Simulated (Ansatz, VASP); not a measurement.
**MgO: VASP beside Ansatz**

```
Mg O
1.0
     0.00000    2.06866    2.06866
     2.06866    0.00000    2.06866
     2.06866    2.06866    0.00000
Mg O
1 1
Cartesian
  0.0000 0.0000 0.0000
  2.0687 2.0687 2.0687
```

Alike in both runs: task single point; functional LDA; k mesh 11 × 11 × 11; occupations tetrahedron; no spin polarisation.

|  | VASP | Ansatz |
| --- | --- | --- |
| version | VASP 6.6.1 | Ansatz 0.2.0 |
| potentials or method | VASP PAW LDA potentials, release 64 (Mg, O) | Ansatz PAW |
| plane-wave cutoff (eV) | 520 | 420 |
| valence electrons in the cell | 8 | 16 |

Ansatz gave:

```
gap on the k mesh at the Fermi level (eV) : 5.20
least direct gap on the mesh (eV)         : 5.20
pressure (GPa)                            : 2.8
```

Question: Which values does VASP return?

Answer: gap on the k mesh at the Fermi level (eV): 5.20; least direct gap on the mesh (eV): 5.20; pressure (GPa): 1.1.

LDA's correlation is that of Perdew and Zunger in VASP and of Perdew and Wang (1992) in Ansatz. VASP's potentials hold 8 valence electrons a cell and Ansatz's 16, so a difference there can come from the potentials and not from the codes.

Noted on Ansatz's run: odd divisions of the mesh miss points on the zone boundary, where band edges often lie, so the gap on the mesh can be too wide.
